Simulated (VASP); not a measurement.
# Al2O3 (P1) in VASP: single point with PBEsol

Aim: the single point of Al2O3 with PBEsol.

Program: VASP 6.6.1. These are calculated values, not measurements. Logs are shortened: lines on timing, memory, paths and dates and some standing lists are left out, and cuts for length are marked.

## (1) The cell of the first run

The typed cell holds 40 atoms: a = 7.015 Å, b = 7.015 Å, c = 7.015 Å, α = 85.77°, β = 85.77°, γ = 85.77°.

## (2) Single point, PBEsol

The input, INCAR:

```
PREC = Accurate
ENCUT = 520
EDIFF = 1E-6
ISMEAR = 0
SIGMA = 0.02
LREAL = Auto
LASPH = T
NELM = 80
ALGO = Normal
ISIF = 2
LWAVE = F
LCHARG = F
GGA = PS
NBANDS = 122
```

The input, KPOINTS:

```
Automatic mesh
0
Gamma
  2 2 2
  0.5 0.5 0.5
```

The input, POSCAR:

```
Al2O3
1.0
   -4.7738611797     -2.7561900372      4.3382851415
    4.7738611797     -2.7561900372      4.3382851415
    0.0000000000      5.5123800743      4.3382851415
Al O
16 24
Direct
    0.1483261586      0.1495650409      0.1463037282
    0.6480470529      0.6496660670      0.1460834708
    0.6483490562      0.1497016408      0.6460771259
    0.1481694710      0.6494801295      0.6462556035
    0.3523642301      0.3537541538      0.3503865131
    0.8523513312      0.8535996712      0.3502622866
    0.8523442329      0.3537315292      0.8504906597
    0.3524139688      0.8537812755      0.8502434651
    0.6482453913      0.6495415671      0.6461572718
    0.1481875619      0.1497640907      0.6463222219
    0.1482219523      0.6495873081      0.1461008573
    0.6482013619      0.1494754626      0.1463137164
    0.8523505605      0.8537896437      0.8503011742
    0.3524667581      0.3536569120      0.8504104019
    0.3522300475      0.8536765164      0.3505459499
    0.8523711117      0.3538490949      0.3501586657
    0.4032939477      0.5987515829      0.7483527672
    0.9032761049      0.0987326324      0.7482597343
    0.9031830407      0.5988700833      0.2481922575
    0.4032239165      0.0988160347      0.2483604140
    0.4032214542      0.2517705085      0.5955359850
    0.9032820761      0.7515386148      0.5951979324
    0.9033942694      0.2516934804      0.0953772027
    0.4031474255      0.7517950405      0.0953164222
    0.5973489013      0.7515789032      0.4011804461
    0.0973454820      0.2517759362      0.4012527966
    0.0973353316      0.7517290510      0.9011866395
    0.5975287058      0.2518007112      0.9013132076
    0.7503160563      0.4044803525      0.5953038811
    0.2503854433      0.9046415662      0.5954957399
    0.2503784273      0.4046700153      0.0953988825
    0.7502023229      0.9046164086      0.0953143609
    0.2503741849      0.5987696335      0.4012283886
    0.7502387702      0.0986643078      0.4011130311
    0.7503663201      0.5988102842      0.9011427533
    0.2503352661      0.0987233262      0.9012716706
    0.5974093112      0.4046430334      0.2482857100
    0.0973978363      0.9046386720      0.2482787440
    0.0973666375      0.4046040816      0.7483937032
    0.5975216915      0.9047111997      0.7483002198
```

Potentials or basis: VASP PAW PBE potentials, release 64 (Al, O).

Started as:

```sh
$ cat potpaw_PBE.64/Al/POTCAR potpaw_PBE.64/O/POTCAR > POTCAR
$ mpirun -np 1 vasp_std > vasp.out
```

OUTCAR:

```text
PREC = Accurate
   ENCUT = 520
   EDIFF = 1E-6
   ISMEAR = 0
   LREAL = Auto
   LASPH = T
   NELM = 80
   ISIF = 2
   GGA = PS

 ion  position               nearest neighbor table
   1  0.148  0.150  0.146-  38 1.86  23 1.86  36 1.86  20 1.97  26 1.97  31 1.97   5 2.66  15 2.80
                            16 2.80  14 2.80   7 3.23   8 3.23   6 3.23
   2  0.648  0.650  0.146-  24 1.86  37 1.86  35 1.86  32 1.97  25 1.97  19 1.97   6 2.66  13 2.80
                            16 2.80  15 2.80   8 3.23   7 3.23   5 3.23
   3  0.648  0.150  0.646-  34 1.86  40 1.86  21 1.86  29 1.97  18 1.97  28 1.98   7 2.66  16 2.80
                            13 2.80  14 2.80   5 3.23   6 3.23   8 3.23
   4  0.148  0.649  0.646-  39 1.86  22 1.86  33 1.86  27 1.97  17 1.97  30 1.98   8 2.66  15 2.80
                            13 2.80  14 2.80   5 3.23   7 3.23   6 3.23
   5  0.352  0.354  0.350-  33 1.86  37 1.86  21 1.86  20 1.97  31 1.97  26 1.97   1 2.66  10 2.80
                            12 2.80  11 2.80   4 3.23   3 3.23   2 3.23
   6  0.852  0.854  0.350-  22 1.86  38 1.86  34 1.86  19 1.97  25 1.97  32 1.97   2 2.66  12 2.80
                            11 2.80   9 2.80   4 3.23   3 3.23   1 3.23
   7  0.852  0.354  0.850-  23 1.86  35 1.86  39 1.86  28 1.97  18 1.97  29 1.98   3 2.66  10 2.80
                            12 2.80   9 2.80   2 3.23   4 3.23   1 3.23
   8  0.352  0.854  0.850-  36 1.86  24 1.86  40 1.86  30 1.97  17 1.97  27 1.97   4 2.66   9 2.80
                            10 2.80  11 2.80   2 3.23   1 3.23   3 3.23
   9  0.648  0.650  0.646-  25 1.86  17 1.86  29 1.86  35 1.97  22 1.97  40 1.98  13 2.66   6 2.80
                             8 2.80   7 2.80  15 3.23  16 3.23  14 3.23
  10  0.148  0.150  0.646-  18 1.86  26 1.86  30 1.86  39 1.97  21 1.97  36 1.97  14 2.66   7 2.80
                             5 2.80   8 2.80  13 3.23  15 3.23  16 3.23
  11  0.148  0.650  0.146-  31 1.86  27 1.86  19 1.86  24 1.97  38 1.97  33 1.98  15 2.66   6 2.80
                             8 2.80   5 2.80  16 3.23  14 3.23  13 3.23
[... 32 lines left out ...]
  39  0.097  0.405  0.748-   4 1.86   7 1.86  10 1.97  14 1.97
  40  0.598  0.905  0.748-   3 1.86   8 1.86  13 1.97   9 1.98

  LATTYP: Found a trigonal (rhomboedric) cell.
 ALAT       =     7.0147738419
 COS(alpha) =     0.0737201433

  Lattice vectors:

 A1 = (  -4.7738611797,  -2.7561900372,   4.3382851415)
 A2 = (   4.7738611797,  -2.7561900372,   4.3382851415)
 A3 = (   0.0000000000,   5.5123800743,   4.3382851415)

Analysis of symmetry for initial positions (statically):
=====================================================================
 Subroutine PRICEL returns:
 Original cell was already a primitive cell.

 Routine SETGRP: Setting up the symmetry group for a
 trigonal (rhombohedral) supercell.

 Subroutine GETGRP returns: Found  1 space group operations
 (whereof  1 operations were pure point group operations)
 out of a pool of 12 trial point group operations.

The static configuration has the point symmetry C_1 .

Analysis of symmetry for dynamics (positions and initial velocities):
=====================================================================
 Subroutine PRICEL returns:
 Original cell was already a primitive cell.

 Routine SETGRP: Setting up the symmetry group for a
 trigonal (rhombohedral) supercell.

 Subroutine GETGRP returns: Found  1 space group operations
 (whereof  1 operations were pure point group operations)
 out of a pool of 12 trial point group operations.

The dynamic configuration has the point symmetry C_1 .

 Subroutine INISYM returns: Found  1 space group operations
 (whereof  1 operations are pure point group operations),
 and found     1 'primitive' translations

----------------------------------------------------------------------------------------

                                     Primitive cell

  volume of cell :     342.4903

  direct lattice vectors                    reciprocal lattice vectors
    -4.773861180 -2.756190037  4.338285142    -0.104737021 -0.060469947  0.076835275
     4.773861180 -2.756190037  4.338285142     0.104737021 -0.060469947  0.076835275
     0.000000000  5.512380074  4.338285142     0.000000000  0.120939895  0.076835275

  length of vectors
     7.014773842  7.014773842  7.014773842     0.143283348  0.143283348  0.143283348

  position of ions in fractional coordinates (direct lattice)
     0.148326159  0.149565041  0.146303728
     0.648047053  0.649666067  0.146083471
     0.648349056  0.149701641  0.646077126
     0.148169471  0.649480129  0.646255604
     0.352364230  0.353754154  0.350386513
     0.852351331  0.853599671  0.350262287
[... 32 lines left out ...]
     0.097366638  0.404604082  0.748393703
     0.597521691  0.904711200  0.748300220

  ion indices of the primitive-cell ions
   primitive index   ion index
                 1           1
                 2           2
                 3           3
                 4           4
                 5           5
                 6           6
[... 32 lines left out ...]
                39          39
                40          40

----------------------------------------------------------------------------------------

 KPOINTS: Automatic mesh

Automatic generation of k-mesh.
 Grid dimensions read from file:
 generate k-points for:    2    2    2

 Generating k-lattice:

  Cartesian coordinates                     Fractional coordinates (reciprocal lattice)
    -0.052368511 -0.030234974  0.038417638     0.500000000  0.000000000  0.000000000
     0.052368511 -0.030234974  0.038417638     0.000000000  0.500000000  0.000000000
     0.000000000  0.060469947  0.038417638     0.000000000  0.000000000  0.500000000

  Length of vectors
     0.071641674  0.071641674  0.071641674

  Shift w.r.t. Gamma in fractional coordinates (k-lattice)
     0.500000000  0.500000000  0.500000000

 Subroutine IBZKPT returns following result:
 ===========================================

 Found      4 irreducible k-points:

 Following reciprocal coordinates:
            Coordinates               Weight
  0.250000  0.250000  0.250000      2.000000
 -0.250000  0.250000  0.250000      2.000000
  0.250000 -0.250000  0.250000      2.000000
  0.250000  0.250000 -0.250000      2.000000
   k-points           NKPTS =      4   k-points in BZ     NKDIM =      4   number of bands    NBANDS=    122
   number of dos      NEDOS =    301   number of ions     NIONS =     40
   total plane-waves  NPLWV = 157464
   dimension x,y,z NGX =    54 NGY =   54 NGZ =   54
   dimension x,y,z NGXF=   108 NGYF=  108 NGZF=  108
   ions per type =              16  24
   NGX,Y,Z   is equivalent  to a cutoff of  12.80, 12.80, 12.80 a.u.
   NGXF,Y,Z  is equivalent  to a cutoff of  25.60, 25.60, 25.60 a.u.
 SYSTEM =  unknown system
   PREC   = accura    normal or accurate (medium, high low for compatibility)
   ISTART =      0    job   : 0-new  1-cont  2-samecut
   ICHARG =      2    charge: 1-file 2-atom 10-const
   ISPIN  =      1    spin polarized calculation?
   LNONCOLLINEAR =      F non collinear calculations
   LSORBIT =      F    spin-orbit coupling
   LASPH  =      T    aspherical Exc in radial PAW
   ENCUT  =  520.0 eV  38.22 Ry    6.18 a.u.  13.04 13.04 13.04*2*pi/ulx,y,z
   NELM   =     80;   NELMIN=  2; NELMDL= -5     # of ELM steps
   EDIFF  = 0.1E-05   stopping-criterion for ELM
   LREAL  =      T    real-space projection
   EDIFFG = 0.1E-04   stopping-criterion for IOM
   NSW    =      0    number of steps for IOM
   IBRION =     -1    ionic relax: 0-MD 1-quasi-New 2-CG
   NFREE  =      0    steps in history (QN), initial steepest desc. (CG)
   ISIF   =      2    stress and relaxation
   ISYM   =      2    0-nonsym 1-usesym 2-fastsym
   POTIM  = 0.5000    time-step for ionic-motion
   TEBEG  =    0.0;   TEEND  =   0.0 temperature during run
   PSTRESS=    0.0 pullay stress
   NELECT =     192.0000    total number of electrons
   NUPDOWN=      -1.0000    fix difference up-down
   EMIN   =  10.00;   EMAX   =-10.00  energy-range for DOS
   EFERMI =   0.00;   METHOD = LEGACY
   ISMEAR =     0;   SIGMA  =   0.02  broadening in eV -4-tet -1-fermi 0-gaus
   EFERMI_NEDOS =   21; number of points for ismear=-14 and -15
   IALGO  =     38    algorithm
   IMIX   =      4    mixing-type and parameters
     AMIX     =   0.40;   BMIX     =  1.00
     AMIX_MAG =   1.60;   BMIX_MAG =  1.00
  volume/ion in A,a.u.               =       8.56        57.78
  Fermi-wavevector in a.u.,A,eV,Ry     =   1.349872  2.550888 24.791903  1.822153
  Thomas-Fermi vector in A             =   2.477423
   LORBIT       =      0    0 simple, 1 ext, 2 COOP (PROOUT), +10 PAW based schemes
   GGA     = PS    functional components
   LHFCALC =     F    Hartree Fock is set to
   AEXX    =    0.0000 exact exchange contribution
   IVDW    =     0    specifies the selected vdW correction
   LEPSILON=     F    determine dielectric tensor
   LRPA    =     F    only Hartree local field effects (RPA)
 non-spin polarized calculation
 Gauss-broadening in eV      SIGMA  =   0.02
  energy-cutoff  :      520.00
  volume of cell :      342.49
 maximum number of plane-waves:      9235
 NGX is ok and might be reduce to    54
   NGX = 27   NGY = 27   NGZ = 27

 number of electron     191.9999955 magnetization

 Free energy of the ion-electron system (eV)
  ---------------------------------------------------
  ext. energy  EPLUGINS =         0.00000000
  ---------------------------------------------------
  free energy    TOTEN  =      -314.66967807 eV

  energy without entropy =     -314.66967807  energy(sigma->0) =     -314.66967807

 E-fermi :   6.0093     XC(G=0): -11.9059

 val. band max:        5.8422530593   @ k =   0.2500   0.2500   0.2500
 cond. band min:      12.9741196193   @ k =   0.2500   0.2500   0.2500
 fundamental gap:      7.1318665600
 Fermi energy:         6.0093355653

 k-point     1 :       0.2500    0.2500    0.2500
  band No.  band energies     occupation
      1     -12.9297      2.00000
      2     -12.1459      2.00000
      3     -12.1450      2.00000
      4     -12.1446      2.00000
      5     -11.5993      2.00000
      6     -11.5983      2.00000
[... 433 lines left out ...]
    107      15.8605      0.00000
    108      16.1971      0.00000
 [bands above 108 left out]

------------------------ aborting loop because EDIFF is reached ----------------------------------------

  FORCE on cell =-STRESS in cart. coord.  units (eV):
  Direction    XX          YY          ZZ          XY          YZ          ZX
  --------------------------------------------------------------------------------------
  -------------------------------------------------------------------------------------
  Total        0.2748488      0.2757913     -0.0014519      0.0116325     -0.0037727     -0.0083502
  in kB        1.2857490      1.2901577     -0.0067919      0.0544172     -0.0176486     -0.0390622
  external PRESSURE =       0.8563716 kB  Pullay stress =       0.0000000 kB

 VOLUME and BASIS-vectors are now :
 -----------------------------------------------------------------------------
  energy-cutoff  :      520.00
  volume of cell :      342.49
      direct lattice vectors                 reciprocal lattice vectors
    -4.773861180 -2.756190037  4.338285142    -0.104737021 -0.060469947  0.076835275
     4.773861180 -2.756190037  4.338285142     0.104737021 -0.060469947  0.076835275
     0.000000000  5.512380074  4.338285142     0.000000000  0.120939895  0.076835275

 POSITION                                       TOTAL-FORCE (eV/Angst)
 -----------------------------------------------------------------------------------
      0.00591     -0.01456      1.92704         0.003106     -0.001240     -0.002256
      0.00773     -2.77148      6.26360        -0.006411      0.002748      0.007912
     -2.38047      1.36184      6.26504        -0.002625      0.011446      0.000318
      2.39319      1.36393      6.26407         0.001713     -0.002427      0.012898
      0.00664     -0.01473      4.58342        -0.003274      0.001219      0.004548
      0.00596     -2.77115      8.92044         0.005026     -0.001614      0.006590
[... 32 lines left out ...]
      1.46671      2.74190      5.42444        -0.000050     -0.002058     -0.004968
      1.46648     -0.01552      9.76345         0.001700     -0.000507     -0.016050
 -----------------------------------------------------------------------------------
    total drift:                                0.019078     -0.000657      0.007397

  FREE ENERGIE OF THE ION-ELECTRON SYSTEM (eV)
  ---------------------------------------------------
  free  energy   TOTEN  =      -314.6696780651 eV

  energy  without entropy=     -314.6696780651  energy(sigma->0) =     -314.66967807
```

Run time: 4.7 min. Hardware: 1 thread of Intel Xeon Platinum 8375C at 2.90GHz (Ice Lake), shared host; peak memory 0.42 GiB.

Results:

```
Free energy            : -314.6697 eV
Pressure               : 0.1 GPa
Largest force          : 0.018 eV/Å
Band gap on the k mesh : 7.13 eV
```

Forces on the atoms (eV/Å):
```
Al   0.003 -0.001 -0.002
Al  -0.006  0.003  0.008
Al  -0.003  0.011  0.000
Al   0.002 -0.002  0.013
Al  -0.003  0.001  0.005
Al   0.005 -0.002  0.007
Al  -0.002 -0.004 -0.005
Al  -0.001  0.004  0.003
Al  -0.004  0.002  0.005
Al  -0.013  0.002 -0.008
Al   0.003  0.000  0.011
Al   0.004 -0.008  0.007
Al  -0.003  0.002 -0.003
Al   0.003  0.001  0.008
Al  -0.004 -0.017  0.001
Al  -0.004  0.011  0.002
O    0.001 -0.001 -0.007
O    0.000 -0.001  0.001
O   -0.011 -0.003 -0.005
O   -0.005  0.010 -0.008
O    0.000 -0.014 -0.008
O    0.010  0.008  0.009
O    0.010  0.007 -0.003
O   -0.002  0.002  0.001
O    0.009  0.000  0.003
O   -0.003  0.000  0.005
O   -0.001 -0.002 -0.002
O    0.002  0.003 -0.007
O    0.005 -0.006  0.006
O    0.006 -0.005 -0.006
O   -0.006  0.000 -0.006
O   -0.007  0.000  0.001
O    0.007  0.003 -0.003
O    0.001 -0.004  0.006
O    0.003  0.002 -0.003
O    0.006 -0.005  0.006
O   -0.001 -0.002 -0.006
O    0.000  0.007 -0.005
O    0.000 -0.002 -0.005
O    0.002 -0.001 -0.016
```

Caveat: the PAW data sets were made with another functional, which shifts forces and pressure a little; a shifted mesh leaves out Γ, where band edges can lie. A k mesh can miss the band edges.
